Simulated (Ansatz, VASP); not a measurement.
## Two plane-wave programs on Ge3P5

```
Ge P
1.0
     3.56982    2.06104    4.03961
    -3.56982    2.06104    4.03961
     0.00000   -4.12207    4.03961
Ge P
3 5
Direct
  0.99633 0.48978 0.48978
  0.48978 0.48978 0.99633
  0.48978 0.99633 0.48978
  0.02005 0.02005 0.02005
  0.26306 0.77032 0.26306
  0.77032 0.26306 0.26306
  0.26306 0.26306 0.77032
  0.74762 0.74762 0.74762
```

Alike in both runs: functional PBE; k mesh 6 × 6 × 6; occupations gaussian, width 0.1 eV; no spin polarisation.

Ansatz relaxed the structure, and its values are those at the end. VASP's run is a single point on that final structure, the one shown.

|  | VASP | Ansatz |
| --- | --- | --- |
| version | VASP 6.6.1 | Ansatz 0.2.0 |
| potentials or method | VASP PAW PBE potentials, release 64 (Ge_d, P), cutoff 520 eV | scalar-relativistic, plane waves, PAW |
| valence electrons in the cell | 67 | 67 |

```csv
,VASP,Ansatz,Ansatz less VASP
gap on the k mesh at the Fermi level (eV),none,none,-
pressure (GPa),-0.1,0.0,+0.14
rms of the force components (eV/Å),0.016,0.003,-0.0128
```

A gap of «none» marks a metal or a gap that the smearing closes.
